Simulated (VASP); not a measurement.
Write the native input for VASP 6.6.1 that does the following.

- Task: single point
- Functional: PBEsol
- Potentials or basis: VASP PAW PBE potentials, release 64 (Ba_sv, O)
- Cutoff: 600 eV
- k mesh: 6 × 6 × 6
- Occupations: gaussian, width 0.1 eV
- Spin: no spin polarisation
- Dipole correction: no
- Further INCAR settings: ALGO = Normal; EDIFF = 1e-06; NBANDS = 15

The structure of BaO (a.bA) lies in POSCAR:

```
BaO
1.0
    0.0000000000      2.7600000000      2.7600000000
    2.7600000000      0.0000000000      2.7600000000
    2.7600000000      2.7600000000      0.0000000000
Ba O
1 1
Direct
    0.0000000000      0.0000000000      0.0000000000
    0.5000000000      0.5000000000      0.5000000000
```

One way to write it, as run:

INCAR

```
SYSTEM = BaO
PREC = Accurate
ENCUT = 600
EDIFF = 1E-6
ISMEAR = 0
SIGMA = 0.1
LREAL = .False.
LASPH = .True.
NELM = 120
ALGO = Normal
ISIF = 2
LWAVE = .False.
LCHARG = .True.
GGA = PS
LELF = .True.
LVHAR = .True.
NBANDS = 15
GGA_COMPAT = .False.
```

KPOINTS

```
regular mesh
0
Gamma
  6 6 6
  0 0 0
```

Potentials or basis: VASP PAW PBE potentials, release 64 (Ba_sv, O).

The run is started by

```bash
$ cat potpaw_PBE.64/Ba_sv/POTCAR potpaw_PBE.64/O/POTCAR > POTCAR
$ mpirun -np 1 vasp_std > vasp.out
```

It gave:

```yaml
Pressure: 0.5 GPa
Band_gap_on_the_k_mesh: 1.83 eV, direct
```

Caveat: the PAW data sets were made with another functional, which shifts forces and pressure a little; spin-orbit coupling is left out, which moves the levels of the heavy elements.

It took 11 s on 1 thread of Intel Xeon 6975P-C, on a shared host, peak memory 0.18 GiB.
